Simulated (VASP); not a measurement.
## SbPt: relaxation of cell and atoms with PBEsol

Crystal: SbPt.

```
Sb Pt
1.0
     4.22750    0.00000    0.00000
    -2.11375    3.66112    0.00000
     0.00000    0.00000    5.54731
Sb Pt
2 2
Direct
  0.33333 0.66667 0.25000
  0.66667 0.33333 0.75000
  0.00000 0.00000 0.00000
  0.00000 0.00000 0.50000
```

- Program: VASP 6.6.1
- Task: relaxation of cell and atoms
- Functional: PBEsol
- Potentials or basis: VASP PAW PBE potentials, release 64 (Sb, Pt)
- Cutoff: 600 eV
- k mesh: 12 × 12 × 8
- Occupations: gaussian, width 0.1 eV
- Spin: no spin polarisation
- Dipole correction: no
- Further INCAR settings: ALGO = Normal; EDIFF = 1e-06; IBRION = 2; EDIFFG = -0.005; NSW = 70; ISIF = 3

The relaxed volume is 20.56 Å³/atom and the relaxed cell is a = 4.169 Å, b = 4.169 Å, c = 5.466 Å, α = 90.00°, β = 90.00°, γ = 120.00°. The space group after relaxing (to 0.1 Å) is P6_3/mmc (No. 194) and the energy gained by relaxing is 16.2 meV/atom. The ionic steps are 6. The pressure after relaxing is 0.0 GPa. The band gap on the k mesh is zero (bands 15 and 16 overlap by 4.06 eV).

Step by step:
```csv
step,energy change (eV),largest force (eV/Å),pressure (GPa),volume (Å³)
1,0.0000,0.0000,-5.50,85.86
2,0.1096,0.0000,11.30,77.03
3,-0.0646,0.0000,-0.12,82.34
4,-0.0646,0.0000,0.02,82.27
5,-0.0646,0.0000,0.02,82.26
6,-0.0646,0.0000,0.02,82.26
```

Final structure:
```yaml
crystal:
  lattice:
    - [4.16851, 0.00000, 0.00000]
    - [-2.08425, 3.61003, 0.00000]
    - [0.00000, 0.00000, 5.46610]
  atoms:
    - { symbol: Sb, position: [0.33333, 0.66667, 0.25000] }
    - { symbol: Sb, position: [0.66667, 0.33333, 0.75000] }
    - { symbol: Pt, position: [0.00000, 0.00000, 0.00000] }
    - { symbol: Pt, position: [0.00000, 0.00000, 0.50000] }
```

Levels at points of the mesh, in eV from the Fermi level:
```
           k point  band 12  band 13  band 14  band 15  band 16  band 17  band 18  band 19
(0.00, 0.00, 0.00)    -2.07    -0.11    -0.11     0.82     2.32     2.35     3.52     3.52
(0.50, 0.00, 0.00)    -2.94    -2.67    -2.23    -2.06    -0.68     1.96     4.19     4.29
(0.00, 0.00, 0.50)    -3.59    -1.21    -1.21     2.31     2.31     2.31     2.31     5.21
(0.50, 0.00, 0.50)    -3.17    -3.04    -3.04     0.35     0.35     1.67     1.67     3.98
```

Wall time 7.3 min on 1 thread of Intel(R) Xeon(R) Platinum 8488C (Sapphire Rapids), on a shared host, peak memory 0.38 GiB.

Caveat: the PAW data sets were made with another functional, which shifts forces and pressure a little; spin-orbit coupling is left out, which moves the levels of the heavy elements.
